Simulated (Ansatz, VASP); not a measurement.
# Two plane-wave programs on InSe5

```
In Se
1.0
     7.25510    0.00000    0.00000
    -3.62755    6.28310    0.00000
     0.00000    0.00000    3.57780
In Se
1 5
Cartesian
  0.0000 0.0000 0.0000
  0.0000 4.1887 0.0000
  3.6276 2.0944 0.0000
  3.6276 0.0000 1.7889
  1.8138 3.1416 1.7889
  -1.8138 3.1416 1.7889
```

Change from the starting cell: species swapped into the CeIr5 type (P6/mmm, No. 191).

Alike in both runs: task relaxation of cell and atoms; functional PBE; k mesh 3 × 3 × 6; occupations gaussian, width 0.1 eV; no spin polarisation.

```csv
,VASP,Ansatz
version,VASP 6.6.1,Ansatz 0.2.0
potentials or method,"VASP PAW PBE potentials, release 64 (In_d, Se), cutoff 600 eV","scalar-relativistic, plane waves, PAW"
valence electrons in the cell,43,93
```

VASP gave:

| Property | Result |
| --- | --- |
| gap on the k mesh at the Fermi level, each at its own relaxed structure (eV) | none |
| relaxed volume (Å³/atom) | 27.00 |
| relaxed cell length with the largest relative difference (Å) | 7.141 |

What did Ansatz give for the same quantities?

gap on the k mesh at the Fermi level, each at its own relaxed structure (eV): none; relaxed volume (Å³/atom): 27.23; relaxed cell length with the largest relative difference (Å): 7.181.

A gap of «none» marks a metal or a gap that the smearing closes. VASP's potentials hold 43 valence electrons a cell and Ansatz's 93, so a difference there can come from the potentials and not from the codes.
